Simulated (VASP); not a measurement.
# Ru (P6_3/mmc) in VASP: a series of runs

The runs below take Ru through single point, with LDA.

All numbers are computed with VASP 6.6.1; they aren't measurements. Logs are shortened: lines on timing, memory, paths and dates and some standing lists are left out, and cuts for length are marked.

## Step 1: The cell of the first run

The structure is hexagonal, space group P6_3/mmc (No. 194). The conventional cell has a = 2.598 Å, b = 2.598 Å, c = 4.120 Å, α = 90.00°, β = 90.00°, γ = 120.00°. Ru (site symmetry -6m2) has 12 Ru at 2.55 to 2.60 Å within 3.4 Å.

## Step 2: Single point, LDA (12.04 Å³/atom)

Contents of INCAR:

```
SYSTEM = Ru
ALGO = Normal ; EDIFF = 1E-6
ENCUT = 500 ; GGA = CA
GGA_COMPAT = .False. ; ISIF = 2
ISMEAR = -1 ; LASPH = .True.
LCHARG = .False. ; LREAL = .False.
LWAVE = .False. ; NBANDS = 21
NELM = 120 ; PREC = Accurate
SIGMA = 0.08
```

Contents of KPOINTS:

```
k-points
0
Gamma
  18 18 10
  0 0 0
```

Contents of POSCAR:

```
Ru
1.0
    2.5981621373      0.0000000000      0.0000000000
   -1.2990810687      2.2500744141      0.0000000000
    0.0000000000      0.0000000000      4.1195785510
Ru
2
Direct
    0.3333333333      0.6666666667      0.2500000000
    0.6666666667      0.3333333333      0.7500000000
```

Potentials or basis: VASP PAW LDA potentials, release 64 (Ru_pv).

Command:

```console
$ cat potpaw_LDA.64/Ru_pv/POTCAR > POTCAR
$ mpirun -np 1 vasp_std > vasp.out
```

OUTCAR:

```text
SYSTEM = Ru
   EDIFF = 1E-6
   ENCUT = 500
   GGA = CA
   ISIF = 2
   ISMEAR = -1
   LASPH = .True.
   LREAL = .False.
   NELM = 120
   PREC = Accurate

 ion  position               nearest neighbor table
   1  0.333  0.667  0.250-   2 2.55   2 2.55   2 2.55   2 2.55   2 2.55   2 2.55
   2  0.667  0.333  0.750-   1 2.55   1 2.55   1 2.55   1 2.55   1 2.55   1 2.55

  LATTYP: Found a hexagonal cell.
 ALAT       =     2.5981621373
 C/A-ratio  =     1.5855740840

  Lattice vectors:

 A1 = (   2.5981621373,   0.0000000000,   0.0000000000)
 A2 = (  -1.2990810687,   2.2500744141,   0.0000000000)
 A3 = (   0.0000000000,   0.0000000000,   4.1195785510)

Analysis of symmetry for initial positions (statically):
=====================================================================
 Subroutine PRICEL returns:
 Original cell was already a primitive cell.

 Routine SETGRP: Setting up the symmetry group for a
 hexagonal supercell.

 Subroutine GETGRP returns: Found 24 space group operations
 (whereof 12 operations were pure point group operations)
 out of a pool of 24 trial point group operations.

The static configuration has the point symmetry D_3d.
 The point group associated with its full space group is D_6h.

Analysis of symmetry for dynamics (positions and initial velocities):
=====================================================================
 Subroutine PRICEL returns:
 Original cell was already a primitive cell.

 Routine SETGRP: Setting up the symmetry group for a
 hexagonal supercell.

 Subroutine GETGRP returns: Found 24 space group operations
 (whereof 12 operations were pure point group operations)
 out of a pool of 24 trial point group operations.

The dynamic configuration has the point symmetry D_3d.
 The point group associated with its full space group is D_6h.

 Subroutine INISYM returns: Found 24 space group operations
 (whereof 12 operations are pure point group operations),
 and found     1 'primitive' translations

----------------------------------------------------------------------------------------

                                     Primitive cell

  volume of cell :      24.0833

  direct lattice vectors                    reciprocal lattice vectors
     2.598162137  0.000000000  0.000000000     0.384887450  0.222214873  0.000000000
    -1.299081069  2.250074414  0.000000000     0.000000000  0.444429746  0.000000000
     0.000000000  0.000000000  4.119578551     0.000000000  0.000000000  0.242743278

  length of vectors
     2.598162137  2.598162137  4.119578551     0.444429746  0.444429746  0.242743278

  position of ions in fractional coordinates (direct lattice)
     0.333333333  0.666666667  0.250000000
     0.666666667  0.333333333  0.750000000

  ion indices of the primitive-cell ions
   primitive index   ion index
                 1           1
                 2           2

----------------------------------------------------------------------------------------

 KPOINTS: k-points

Automatic generation of k-mesh.
 Grid dimensions read from file:
 generate k-points for:   18   18   10

 Generating k-lattice:

  Cartesian coordinates                     Fractional coordinates (reciprocal lattice)
     0.021382636  0.012345271  0.000000000     0.055555556  0.000000000  0.000000000
     0.000000000  0.024690541  0.000000000     0.000000000  0.055555556  0.000000000
     0.000000000  0.000000000  0.024274328     0.000000000  0.000000000  0.100000000

  Length of vectors
     0.024690541  0.024690541  0.024274328

  Shift w.r.t. Gamma in fractional coordinates (k-lattice)
     0.000000000  0.000000000  0.000000000

 Subroutine IBZKPT returns following result:
 ===========================================

 Found    222 irreducible k-points:

 Following reciprocal coordinates:
            Coordinates               Weight
  0.000000  0.000000  0.000000      1.000000
  0.055556  0.000000  0.000000      6.000000
  0.111111  0.000000  0.000000      6.000000
  0.166667 -0.000000  0.000000      6.000000
  0.222222 -0.000000  0.000000      6.000000
  0.277778  0.000000  0.000000      6.000000
[... 16 lines left out ...]
  0.333333  0.111111  0.000000     12.000000
  0.388889  0.111111  0.000000     12.000000
 [... further k-points ...]
   k-points           NKPTS =    222   k-points in BZ     NKDIM =    222   number of bands    NBANDS=     21
   number of dos      NEDOS =    301   number of ions     NIONS =      2
   total plane-waves  NPLWV =  12000
   dimension x,y,z NGX =    20 NGY =   20 NGZ =   30
   dimension x,y,z NGXF=    40 NGYF=   40 NGZF=   60
   ions per type =               2
   NGX,Y,Z   is equivalent  to a cutoff of  12.80, 12.80, 12.11 a.u.
   NGXF,Y,Z  is equivalent  to a cutoff of  25.59, 25.59, 24.21 a.u.
 SYSTEM =  Ru
   PREC   = accura    normal or accurate (medium, high low for compatibility)
   ISTART =      0    job   : 0-new  1-cont  2-samecut
   ICHARG =      2    charge: 1-file 2-atom 10-const
   ISPIN  =      1    spin polarized calculation?
   LNONCOLLINEAR =      F non collinear calculations
   LSORBIT =      F    spin-orbit coupling
   LASPH  =      T    aspherical Exc in radial PAW
   ENCUT  =  500.0 eV  36.75 Ry    6.06 a.u.   4.74  4.74  7.51*2*pi/ulx,y,z
   NELM   =    120;   NELMIN=  2; NELMDL= -5     # of ELM steps
   EDIFF  = 0.1E-05   stopping-criterion for ELM
   LREAL  =      F    real-space projection
   EDIFFG = 0.1E-04   stopping-criterion for IOM
   NSW    =      0    number of steps for IOM
   IBRION =     -1    ionic relax: 0-MD 1-quasi-New 2-CG
   NFREE  =      0    steps in history (QN), initial steepest desc. (CG)
   ISIF   =      2    stress and relaxation
   ISYM   =      2    0-nonsym 1-usesym 2-fastsym
   POTIM  = 0.5000    time-step for ionic-motion
   TEBEG  =    0.0;   TEEND  =   0.0 temperature during run
   PSTRESS=    0.0 pullay stress
   NELECT =      28.0000    total number of electrons
   NUPDOWN=      -1.0000    fix difference up-down
   EMIN   =  10.00;   EMAX   =-10.00  energy-range for DOS
   EFERMI =   0.00;   METHOD = LEGACY
   ISMEAR =    -1;   SIGMA  =   0.08  broadening in eV -4-tet -1-fermi 0-gaus
   EFERMI_NEDOS =   21; number of points for ismear=-14 and -15
   IALGO  =     38    algorithm
   IMIX   =      4    mixing-type and parameters
     AMIX     =   0.40;   BMIX     =  1.00
     AMIX_MAG =   1.60;   BMIX_MAG =  1.00
  volume/ion in A,a.u.               =      12.04        81.26
  Fermi-wavevector in a.u.,A,eV,Ry     =   1.721428  3.253027 40.318341  2.963314
  Thomas-Fermi vector in A             =   2.797682
   LORBIT       =      0    0 simple, 1 ext, 2 COOP (PROOUT), +10 PAW based schemes
   GGA     = CA    functional components
   LHFCALC =     F    Hartree Fock is set to
   AEXX    =    0.0000 exact exchange contribution
   IVDW    =     0    specifies the selected vdW correction
   LEPSILON=     F    determine dielectric tensor
   LRPA    =     F    only Hartree local field effects (RPA)
 non-spin polarized calculation
  energy-cutoff  :      500.00
  volume of cell :       24.08
 maximum number of plane-waves:       640
 NGX is ok and might be reduce to    20
   NGX =  9   NGY =  9   NGZ = 15

 number of electron      28.0000001 magnetization

 Free energy of the ion-electron system (eV)
  ---------------------------------------------------
  ext. energy  EPLUGINS =         0.00000000
  ---------------------------------------------------
  free energy    TOTEN  =       -21.16412038 eV

  energy without entropy =      -21.13487213  energy(sigma->0) =      -21.14949625

 E-fermi :  15.0408     XC(G=0): -15.1278

 val. band max:       15.0290180733   @ k =   0.1667   0.1111   0.3000
 cond. band min:      15.0579362788   @ k =   0.2222   0.1111   0.1000
 fundamental gap:      0.0289182055
 Fermi energy:        15.0407879251

 k-point     1 :       0.0000    0.0000    0.0000
  band No.  band energies     occupation
      1     -28.9598      2.00000
      2     -27.5587      2.00000
      3     -27.5587      2.00000
      4     -27.3124      2.00000
      5     -27.3124      2.00000
      6     -27.2545      2.00000
[... 13 lines left out ...]
     20      24.9176      0.00000
     21      26.8537      0.00000

 k-point     2 :       0.0556    0.0000    0.0000
  band No.  band energies     occupation
      1     -28.9441      2.00000
      2     -27.5937      2.00000
      3     -27.5704      2.00000
      4     -27.3488      2.00000
      5     -27.3169      2.00000
      6     -27.2616      2.00000
[... 13 lines left out ...]
     20      24.9177      0.00000
     21      26.8381      0.00000

 k-point     3 :       0.1111    0.0000    0.0000
  band No.  band energies     occupation
      1     -28.8978      2.00000
      2     -27.6943      2.00000
      3     -27.6035      2.00000
      4     -27.4523      2.00000
      5     -27.3303      2.00000
      6     -27.2830      2.00000
[... 13 lines left out ...]
     20      24.9176      0.00000
     21      26.7753      0.00000

 k-point     4 :       0.1667   -0.0000    0.0000
  band No.  band energies     occupation
      1     -28.8238      2.00000
      2     -27.8480      2.00000
      3     -27.6526      2.00000
      4     -27.6073      2.00000
      5     -27.3522      2.00000
      6     -27.3190      2.00000
[... 13 lines left out ...]
     20      24.9177      0.00000
     21      26.6430      0.00000

 k-point     5 :       0.2222   -0.0000    0.0000
  band No.  band energies     occupation
      1     -28.7264      2.00000
      2     -28.0361      2.00000
      3     -27.7919      2.00000
      4     -27.7108      2.00000
      5     -27.3805      2.00000
      6     -27.3693      2.00000
[... 13 lines left out ...]
     20      24.9176      0.00000
     21      26.4493      0.00000

 k-point     6 :       0.2778    0.0000    0.0000
  band No.  band energies     occupation
      1     -28.6121      2.00000
      2     -28.2351      2.00000
      3     -27.9820      2.00000
      4     -27.7708      2.00000
      5     -27.4334      2.00000
      6     -27.4119      2.00000
[... 13 lines left out ...]
     20      24.9175      0.00000
     21      26.2313      0.00000

 k-point     7 :       0.3333   -0.0000    0.0000
  band No.  band energies     occupation
      1     -28.4895      2.00000
      2     -28.4210      2.00000
      3     -28.1555      2.00000
      4     -27.8258      2.00000
      5     -27.5086      2.00000
      6     -27.4423      2.00000
[... 13 lines left out ...]
     20      25.7114      0.00000
     21      25.9598      0.00000
[... 291 lines left out ...]
      1     -28.6862      2.00000
      2     -28.0470      2.00000
      3     -27.9428      2.00000
      4     -27.6724      2.00000
      5     -27.4368      2.00000
      6     -27.3911      2.00000
[... 13 lines left out ...]
     20      24.9176      0.00000
     21      26.4242      0.00000

 k-point    21 :       0.2222    0.1111    0.0000
  band No.  band energies     occupation
      1     -28.5746      2.00000
      2     -28.2269      2.00000
      3     -28.0790      2.00000
      4     -27.7639      2.00000
      5     -27.4810      2.00000
      6     -27.4554      2.00000
[... 13 lines left out ...]
     20      24.9174      0.00000
     21      26.2984      0.00000

 k-point    22 :       0.2778    0.1111    0.0000
  band No.  band energies     occupation
      1     -28.4542      2.00000
      2     -28.4003      2.00000
      3     -28.1980      2.00000
      4     -27.8511      2.00000
      5     -27.5311      2.00000
      6     -27.5207      2.00000
[... 13 lines left out ...]
     20      26.1837      0.00000
     21      26.2714      0.00000

 k-point    23 :       0.3333    0.1111    0.0000
  band No.  band energies     occupation
      1     -28.5411      2.00000
      2     -28.3365      2.00000
      3     -28.2932      2.00000
      4     -27.9211      2.00000
      5     -27.6123      2.00000
      6     -27.5526      2.00000
[... 13 lines left out ...]
     20      25.2419      0.00000
     21      27.0257      0.00000

 k-point    24 :       0.3889    0.1111    0.0000
  band No.  band energies     occupation
      1     -28.6323      2.00000
      2     -28.3551      2.00000
      3     -28.2409      2.00000
      4     -27.9661      2.00000
      5     -27.6840      2.00000
      6     -27.5734      2.00000
[... 13 lines left out ...]
     20      24.9172      0.00000
     21      27.3166      0.00000

 [... further k-points ...]
[... 5 lines left out ...]
  --------------------------------------------------------------------------------------
  -------------------------------------------------------------------------------------
  Total        5.8144179      5.8144179      5.8358166     -0.0000000      0.0000000      0.0000000
  in kB      386.8128626    386.8128626    388.2364447     -0.0000000      0.0000000      0.0000000
  external PRESSURE =     387.2873900 kB  Pullay stress =       0.0000000 kB

 VOLUME and BASIS-vectors are now :
 -----------------------------------------------------------------------------
  energy-cutoff  :      500.00
  volume of cell :       24.08
      direct lattice vectors                 reciprocal lattice vectors
     2.598162137  0.000000000  0.000000000     0.384887450  0.222214873  0.000000000
    -1.299081069  2.250074414  0.000000000     0.000000000  0.444429746  0.000000000
     0.000000000  0.000000000  4.119578551     0.000000000  0.000000000  0.242743278

 POSITION                                       TOTAL-FORCE (eV/Angst)
 -----------------------------------------------------------------------------------
     -0.00000      1.50005      1.02989         0.000000     -0.000000      0.000000
      1.29908      0.75002      3.08968        -0.000000      0.000000      0.000000
 -----------------------------------------------------------------------------------
    total drift:                                0.000000     -0.000000      0.000000

  FREE ENERGIE OF THE ION-ELECTRON SYSTEM (eV)
  ---------------------------------------------------
  free  energy   TOTEN  =       -21.1641203804 eV

  energy  without entropy=      -21.1348721266  energy(sigma->0) =      -21.14949625
```

Run time: 35 s. Hardware: 1 thread of Intel Xeon 6975P-C (Granite Rapids), shared host; peak memory 0.19 GiB.

Results:

- Free energy: -21.1641 eV
- Pressure: 38.7 GPa
- Band gap on the k mesh: zero (bands 14 and 15 overlap by 3.79 eV)

Caveat: the cell stands under pressure.

## Step 3: Single point, LDA

This run uses another cell than the first one, of 13.09 Å³/atom.

Contents of INCAR:

```
SYSTEM = Ru
ALGO = Normal
EDIFF = 1E-6
ENCUT = 500
GGA_COMPAT = .False.
ISIF = 2
ISMEAR = -1
LASPH = .True.
LCHARG = .False.
LREAL = .False.
LWAVE = .False.
NBANDS = 21
NELM = 120
PREC = Accurate
SIGMA = 0.08
```

KPOINTS is that of step 2.

Contents of POSCAR:

```
Ru
1.0
    2.6744806831      0.0000000000      0.0000000000
   -1.3372403416      2.3161682135      0.0000000000
    0.0000000000      0.0000000000      4.2258933176
Ru
2
Direct
    0.3333333333      0.6666666667      0.2500000000
    0.6666666667      0.3333333333      0.7500000000
```

Potentials or basis: VASP PAW LDA potentials, release 64 (Ru_pv).

Command:

```console
$ cat potpaw_LDA.64/Ru_pv/POTCAR > POTCAR
$ mpirun -np 1 vasp_std > vasp.out
```

Run time: 37 s. Hardware: 1 thread of Intel Xeon 6975P-C (Granite Rapids), shared host; peak memory 0.19 GiB.

It converged, with:

```yaml
Free_energy: -21.4066 eV
Pressure: 1.0 GPa
Band_gap_on_the_k_mesh: zero (bands 14 and 15 overlap by 3.32 eV)
```

Levels at points of the mesh, in eV from the Fermi level:
| k point | band 10 | band 11 | band 12 | band 13 | band 14 | band 15 | band 16 | band 17 | band 18 | band 19 |
| --- | --- | --- | --- | --- | --- | --- | --- | --- | --- | --- |
| (0.00, 0.00, 0.00) | -2.77 | -2.56 | -2.04 | -2.04 | -1.49 | -1.49 | 1.26 | 1.26 | 1.35 | 9.93 |
| (0.50, 0.00, 0.00) | -3.22 | -2.18 | -1.87 | -1.60 | 1.52 | 1.97 | 2.06 | 4.28 | 6.38 | 9.94 |
| (0.00, 0.00, 0.50) | -2.94 | -2.94 | -2.94 | -2.84 | -2.84 | 0.59 | 0.59 | 0.59 | 0.59 | 9.94 |
| (0.50, 0.00, 0.50) | -4.80 | -1.13 | -1.13 | 0.47 | 0.47 | 1.80 | 1.80 | 3.54 | 3.54 | 9.94 |

The gap in the log of VASP goes by the Fermi energy; the results here count the filled bands.